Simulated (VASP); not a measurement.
Set up this calculation in VASP 6.6.1, as the native input.

- Task: single point
- Functional: PBEsol
- Potentials or basis: VASP PAW PBE potentials, release 64 (Te)
- Cutoff: 520 eV
- k mesh: 7 × 7 × 7
- Occupations: fermi-dirac, width 0.05 eV
- Spin: no spin polarisation
- Dipole correction: no
- Further INCAR settings: ALGO = Normal; EDIFF = 1e-07; NBANDS = 9

The structure of Te lies in POSCAR:

```
Te
1.0
    2.3125609152      1.3428440147      1.6909537039
   -2.2992477702      1.3197849713      1.6909537039
   -0.0133131449     -2.6626289860      1.6909537039
Te
1
Direct
    0.5000000000      0.5000000000      0.5000000000
```

These files were run (other wordings do the same):

INCAR

```
ALGO = Normal
EDIFF = 1E-7
ENCUT = 520
GGA = PS
ISIF = 2
ISMEAR = -1
LASPH = T
LCHARG = F
LREAL = F
LWAVE = F
NBANDS = 9
NELM = 60
PREC = Accurate
SIGMA = 0.05
```

KPOINTS

```
k-points
0
Gamma
  7 7 7
```

Potentials or basis: VASP PAW PBE potentials, release 64 (Te).

Command:

```sh
$ cat potpaw_PBE.64/Te/POTCAR > POTCAR
$ mpirun -np 1 vasp_std > vasp.out
```

It gave:

```
Pressure               : -0.4 GPa
Band gap on the k mesh : zero (band 3 reaches 9.33 eV, above the bottom of band 4 at 4.44 eV)
```

Caveat: the PAW data sets were made with another functional, which shifts forces and pressure a little; spin-orbit coupling is left out, which moves the levels of the heavy elements.

Run time: 9.1 s on 1 thread of Intel(R) Xeon(R) 6975P-C (Granite Rapids) (shared host), peak memory 0.17 GiB.
